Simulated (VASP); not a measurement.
# BaTiO3 (Pm-3m) in VASP: notebook

BaTiO3 is run at these levels: r2SCAN; tasks: single point.

Program: VASP 6.6.1. These are calculated values, not measurements. Logs are shortened: lines on timing, memory, paths and dates and some standing lists are left out, and cuts for length are marked.

**1. The cell of the first run**

Symmetry: Pm-3m, No. 221, cubic system. Conventional cell: a = 3.979 Å, b = 3.979 Å, c = 3.979 Å, α = 90.00°, β = 90.00°, γ = 90.00°. Ba (site symmetry m-3m) has 12 O at 2.81 Å and 8 Ti at 3.45 Å within 3.7 Å. Within 2.6 Å of Ti (site symmetry m-3m) lie 6 O at 1.99 Å. O (site symmetry 4/mmm) has 2 Ti at 1.99 Å within 2.6 Å.

**2. Single point, r2SCAN**

Contents of POSCAR:

```
BaTiO3
1.0
    3.9791132838      0.0000000000      0.0000000000
    0.0000000000      3.9791132838      0.0000000000
    0.0000000000      0.0000000000      3.9791132838
Ba Ti O
1 1 3
Direct
    0.5000000000      0.5000000000      0.5000000000
    0.0000000000      0.0000000000      0.0000000000
    0.0000000000      0.0000000000      0.5000000000
    0.0000000000      0.5000000000      0.0000000000
    0.5000000000      0.0000000000      0.0000000000
```

Contents of INCAR.step1:

```
SYSTEM = BaTiO3
PREC = Accurate
ENCUT = 910
ISMEAR = -1
SIGMA = 0.05
LREAL = .False.
LASPH = .True.
NELM = 120
NBANDS = 28
GGA = PE
ALGO = Normal
EDIFF = 1E-5
LWAVE = .True.
LCHARG = .False.
GGA_COMPAT = .False.
```

Contents of INCAR.step2:

```
SYSTEM = BaTiO3
PREC = Accurate
ENCUT = 910
EDIFF = 1E-6
ISMEAR = -1
SIGMA = 0.05
LREAL = .False.
LASPH = .True.
NELM = 120
ALGO = Normal
ISIF = 2
LWAVE = .False.
LCHARG = .False.
METAGGA = R2SCAN
LMIXTAU = .True.
NBANDS = 28
ISTART = 1
GGA_COMPAT = .False.
```

Contents of KPOINTS:

```
Automatic mesh
0
Gamma
  7 7 7
  0 0 0
```

Potentials or basis: VASP PAW PBE potentials, release 64 (Ba_sv, Ti_sv, O_h).

Launch:

```
$ cat potpaw_PBE.64/Ba_sv/POTCAR potpaw_PBE.64/Ti_sv/POTCAR potpaw_PBE.64/O_h/POTCAR > POTCAR
$ cp INCAR.step1 INCAR
$ mpirun -np 1 vasp_std > vasp.out
$ cp INCAR.step2 INCAR
$ mpirun -np 1 vasp_std > vasp.out
```

OUTCAR:

```text
SYSTEM = BaTiO3
   PREC = Accurate
   ENCUT = 910
   EDIFF = 1E-6
   ISMEAR = -1
   LREAL = .False.
   LASPH = .True.
   NELM = 120
   ISIF = 2
   METAGGA = R2SCAN
   ISTART = 1

 ion  position               nearest neighbor table
   1  0.500  0.500  0.500-   3 2.81   4 2.81   5 2.81   4 2.81   5 2.81   3 2.81   5 2.81   5 2.81
                             3 2.81   4 2.81   4 2.81   3 2.81   2 3.45   2 3.45   2 3.45   2 3.45
   2  0.000  0.000  0.000-   3 1.99   4 1.99   5 1.99   3 1.99   4 1.99   5 1.99   1 3.45   1 3.45
                             1 3.45   1 3.45   1 3.45   1 3.45   1 3.45   1 3.45
   3  0.000  0.000  0.500-   2 1.99   2 1.99   1 2.81   1 2.81   1 2.81   1 2.81
   4  0.000  0.500  0.000-   2 1.99   2 1.99   1 2.81   1 2.81   1 2.81   1 2.81
   5  0.500  0.000  0.000-   2 1.99   2 1.99   1 2.81   1 2.81   1 2.81   1 2.81

  LATTYP: Found a simple cubic cell.
 ALAT       =     3.9791132838

  Lattice vectors:

 A1 = (   3.9791132838,   0.0000000000,   0.0000000000)
 A2 = (   0.0000000000,   3.9791132838,   0.0000000000)
 A3 = (   0.0000000000,   0.0000000000,   3.9791132838)

Analysis of symmetry for initial positions (statically):
=====================================================================
 Subroutine PRICEL returns:
 Original cell was already a primitive cell.

 Routine SETGRP: Setting up the symmetry group for a
 simple cubic supercell.

 Subroutine GETGRP returns: Found 48 space group operations
 (whereof 48 operations were pure point group operations)
 out of a pool of 48 trial point group operations.

The static configuration has the point symmetry O_h .

Analysis of symmetry for dynamics (positions and initial velocities):
=====================================================================
 Subroutine PRICEL returns:
 Original cell was already a primitive cell.

 Routine SETGRP: Setting up the symmetry group for a
 simple cubic supercell.

 Subroutine GETGRP returns: Found 48 space group operations
 (whereof 48 operations were pure point group operations)
 out of a pool of 48 trial point group operations.

The dynamic configuration has the point symmetry O_h .

 Subroutine INISYM returns: Found 48 space group operations
 (whereof 48 operations are pure point group operations),
 and found     1 'primitive' translations

----------------------------------------------------------------------------------------
[... 93 lines left out ...]
   NELM   =    120;   NELMIN=  2; NELMDL=  0     # of ELM steps
   EDIFF  = 0.1E-05   stopping-criterion for ELM
   LREAL  =      F    real-space projection
   EDIFFG = 0.1E-04   stopping-criterion for IOM
   NSW    =      0    number of steps for IOM
   IBRION =     -1    ionic relax: 0-MD 1-quasi-New 2-CG
   NFREE  =      0    steps in history (QN), initial steepest desc. (CG)
   ISIF   =      2    stress and relaxation
   ISYM   =      2    0-nonsym 1-usesym 2-fastsym
   POTIM  = 0.5000    time-step for ionic-motion
   TEBEG  =    0.0;   TEEND  =   0.0 temperature during run
   PSTRESS=    0.0 pullay stress
   NELECT =      40.0000    total number of electrons
   NUPDOWN=      -1.0000    fix difference up-down
   EMIN   =  10.00;   EMAX   =-10.00  energy-range for DOS
   EFERMI =   0.00;   METHOD = LEGACY
   ISMEAR =    -1;   SIGMA  =   0.05  broadening in eV -4-tet -1-fermi 0-gaus
   EFERMI_NEDOS =   21; number of points for ismear=-14 and -15
   IALGO  =     38    algorithm
   IMIX   =      4    mixing-type and parameters
     AMIX     =   0.40;   BMIX     =  1.00
     AMIX_MAG =   1.60;   BMIX_MAG =  1.00
  volume/ion in A,a.u.               =      12.60        85.03
  Fermi-wavevector in a.u.,A,eV,Ry     =   1.407047  2.658933 26.936549  1.979781
  Thomas-Fermi vector in A             =   2.529346
   LORBIT       =      0    0 simple, 1 ext, 2 COOP (PROOUT), +10 PAW based schemes
   METAGGA = R2SCAN    functional components
   LHFCALC =     F    Hartree Fock is set to
   AEXX    =    0.0000 exact exchange contribution
   IVDW    =     0    specifies the selected vdW correction
   LEPSILON=     F    determine dielectric tensor
   LRPA    =     F    only Hartree local field effects (RPA)
 non-spin polarized calculation
  energy-cutoff  :      910.00
  volume of cell :       63.00
 maximum number of plane-waves:      3939
 NGX is ok and might be reduce to    40
   NGX = 19   NGY = 19   NGZ = 19

 number of electron      40.0000010 magnetization

 Free energy of the ion-electron system (eV)
  ---------------------------------------------------
  ext. energy  EPLUGINS =         0.00000000
  ---------------------------------------------------
  free energy    TOTEN  =       -74.24932634 eV

  energy without entropy =      -74.24932634  energy(sigma->0) =      -74.24932634

 E-fermi :   5.1341     XC(G=0): -12.0238

 val. band max:        3.9633739201   @ k =   0.4286   0.4286   0.4286
 cond. band min:       6.2122571397   @ k =   0.0000   0.0000   0.0000
 fundamental gap:      2.2488832196
 Fermi energy:         5.1340553344

 k-point     1 :       0.0000    0.0000    0.0000
  band No.  band energies     occupation
      1     -54.7667      2.00000
      2     -29.9358      2.00000
      3     -29.9358      2.00000
      4     -29.9358      2.00000
      5     -21.3985      2.00000
      6     -13.8688      2.00000
[... 609 lines left out ...]
     27      12.2304      0.00000
     28      12.2304      0.00000

------------------------ aborting loop because EDIFF is reached ----------------------------------------

  FORCE on cell =-STRESS in cart. coord.  units (eV):
  Direction    XX          YY          ZZ          XY          YZ          ZX
  --------------------------------------------------------------------------------------
  -------------------------------------------------------------------------------------
  Total        1.5600388      1.5600388      1.5600388     -0.0000000     -0.0000000      0.0000000
  in kB       39.6722706     39.6722706     39.6722706     -0.0000000     -0.0000000      0.0000000
  external PRESSURE =      39.6722706 kB  Pullay stress =       0.0000000 kB

 VOLUME and BASIS-vectors are now :
 -----------------------------------------------------------------------------
  energy-cutoff  :      910.00
  volume of cell :       63.00
      direct lattice vectors                 reciprocal lattice vectors
     3.979113284  0.000000000  0.000000000     0.251312272  0.000000000  0.000000000
     0.000000000  3.979113284  0.000000000     0.000000000  0.251312272  0.000000000
     0.000000000  0.000000000  3.979113284     0.000000000  0.000000000  0.251312272

 POSITION                                       TOTAL-FORCE (eV/Angst)
 -----------------------------------------------------------------------------------
      1.98956      1.98956      1.98956         0.000000      0.000000      0.000000
      0.00000      0.00000      0.00000         0.000000      0.000000      0.000000
      0.00000      0.00000      1.98956         0.000000      0.000000      0.000000
      0.00000      1.98956      0.00000         0.000000      0.000000      0.000000
      1.98956      0.00000      0.00000         0.000000      0.000000      0.000000
 -----------------------------------------------------------------------------------
    total drift:                               -0.000000      0.000000     -0.000000

  FREE ENERGIE OF THE ION-ELECTRON SYSTEM (eV)
  ---------------------------------------------------
  free  energy   TOTEN  =       -74.2493263412 eV

  energy  without entropy=      -74.2493263412  energy(sigma->0) =      -74.24932634
```

OUTCAR.step1:

```text
SYSTEM = BaTiO3
   PREC = Accurate
   ENCUT = 910
   ISMEAR = -1
   LREAL = .False.
   LASPH = .True.
[... 847 lines left out ...]
      0.00000      0.00000      1.98956         0.000000      0.000000      0.000000
      0.00000      1.98956      0.00000         0.000000      0.000000      0.000000
      1.98956      0.00000      0.00000         0.000000      0.000000      0.000000
 -----------------------------------------------------------------------------------
    total drift:                               -0.000000      0.000000     -0.000000

  FREE ENERGIE OF THE ION-ELECTRON SYSTEM (eV)
  ---------------------------------------------------
  free  energy   TOTEN  =       -39.9518210994 eV

  energy  without entropy=      -39.9518210978  energy(sigma->0) =      -39.95182110
```

OSZICAR.step1:

```text
N       E                     dE             d eps       ncg     rms          rms(c)
DAV:   1     0.584426549928E+03    0.58443E+03   -0.28552E+04  1120   0.233E+03
DAV:   2     0.562384229147E+02   -0.52819E+03   -0.50364E+03  1188   0.528E+02
DAV:   3    -0.445208638373E+02   -0.10076E+03   -0.94603E+02  1576   0.189E+02
DAV:   4    -0.506134481270E+02   -0.60926E+01   -0.60691E+01  1428   0.458E+01
DAV:   5    -0.508271982655E+02   -0.21375E+00   -0.21356E+00  1652   0.868E+00    0.235E+01
DAV:   6    -0.400644130328E+02    0.10763E+02   -0.55503E+01  1624   0.663E+01    0.983E+00
DAV:   7    -0.400755338962E+02   -0.11121E-01   -0.93466E+00  1524   0.216E+01    0.674E+00
DAV:   8    -0.399342017449E+02    0.14133E+00   -0.75238E-01  1328   0.754E+00    0.330E+00
DAV:   9    -0.399764786594E+02   -0.42277E-01   -0.30582E-01  1636   0.462E+00    0.148E+00
DAV:  10    -0.399545778236E+02    0.21901E-01   -0.13375E-01  1292   0.393E+00    0.568E-01
DAV:  11    -0.399518703958E+02    0.27074E-02   -0.17147E-02  1572   0.816E-01    0.146E-01
DAV:  12    -0.399522454241E+02   -0.37503E-03   -0.31882E-03  1516   0.532E-01    0.177E-01
DAV:  13    -0.399518197878E+02    0.42564E-03   -0.11847E-03  1420   0.370E-01    0.259E-02
DAV:  14    -0.399518210994E+02   -0.13117E-05   -0.58161E-05  1424   0.598E-02
   1 F= -.39951821E+02 E0= -.39951821E+02  d E =-.163501E-08
```

Wall time 2.8 min (1 thread of AMD EPYC 9R45 (Zen 5), shared host); peak memory 0.28 GiB.

Results:

- Free energy: -74.2493 eV
- Pressure: 4.0 GPa
- Band gap on the k mesh: 2.25 eV (least direct gap 2.32 eV)

Caveat: the cutoff is under 1.25 times the usual one of these potentials, so pressure, stress and relaxed cells hold a basis-set (Pulay) error; the cell stands under pressure; the PAW data sets were made with another functional, which shifts forces and pressure a little; spin-orbit coupling is left out, which moves the levels of the heavy elements; an odd mesh through Γ misses points on the zone boundary, where band edges can lie. r2SCAN opens gaps a little over a GGA but as a rule still falls short of measured ones.

**3. Single point, r2SCAN**

This run uses another cell than the first one, of 12.09 Å³/atom.

Changes to POSCAR since step 2:

```diff
@@ -2,5 +2,5 @@
 1.0
-    3.9791132838      0.0000000000      0.0000000000
-    0.0000000000      3.9791132838      0.0000000000
-    0.0000000000      0.0000000000      3.9791132838
+    3.9242219515      0.0000000000      0.0000000000
+    0.0000000000      3.9242219515      0.0000000000
+    0.0000000000      0.0000000000      3.9242219515
 Ba Ti O
```

Contents of INCAR.step1:

```
SYSTEM = BaTiO3
PREC = Accurate ; ENCUT = 910
ISMEAR = -1 ; SIGMA = 0.05
LREAL = .FALSE. ; LASPH = .TRUE.
NELM = 120 ; NBANDS = 28
GGA = PE ; ALGO = Normal
EDIFF = 1E-5 ; LWAVE = .TRUE.
LCHARG = .FALSE. ; GGA_COMPAT = .FALSE.
```

Contents of INCAR.step2:

```
SYSTEM = BaTiO3
PREC = Accurate ; ENCUT = 910
EDIFF = 1E-6 ; ISMEAR = -1
SIGMA = 0.05 ; LREAL = .FALSE.
LASPH = .TRUE. ; NELM = 120
ALGO = Normal ; ISIF = 2
LWAVE = .FALSE. ; LCHARG = .FALSE.
METAGGA = R2SCAN ; LMIXTAU = .TRUE.
NBANDS = 28 ; ISTART = 1
GGA_COMPAT = .FALSE.
```

Contents of KPOINTS:

```
regular mesh
0
G
  7 7 7
  0 0 0
```

Potentials or basis: VASP PAW PBE potentials, release 64 (Ba_sv, Ti_sv, O_h).

Launch:

```
$ cat potpaw_PBE.64/Ba_sv/POTCAR potpaw_PBE.64/Ti_sv/POTCAR potpaw_PBE.64/O_h/POTCAR > POTCAR
$ cp INCAR.step1 INCAR
$ mpirun -np 1 vasp_std > vasp.out
$ cp INCAR.step2 INCAR
$ mpirun -np 1 vasp_std > vasp.out
```

Wall time 4.8 min (1 thread of AMD EPYC 7R43 (Zen 3), shared host); peak memory 0.27 GiB.

It converged, with:

- Free energy: -74.1104 eV
- Pressure: 13.0 GPa
- Band gap on the k mesh: 2.35 eV (least direct gap 2.37 eV)

Levels at points of the mesh, in eV from the valence-band top:
```csv
k point,band 17,band 18,band 19,band 20,band 21,band 22,band 23,band 24
"(0.00, 0.00, 0.00)",-1.15,-0.02,-0.02,-0.02,2.35,2.35,2.35,4.68
```

Caveat: the cutoff is under 1.25 times the usual one of these potentials, so pressure, stress and relaxed cells hold a basis-set (Pulay) error; the cell stands under pressure; the PAW data sets were made with another functional, which shifts forces and pressure a little; spin-orbit coupling is left out, which moves the levels of the heavy elements; an odd mesh through Γ misses points on the zone boundary, where band edges can lie.
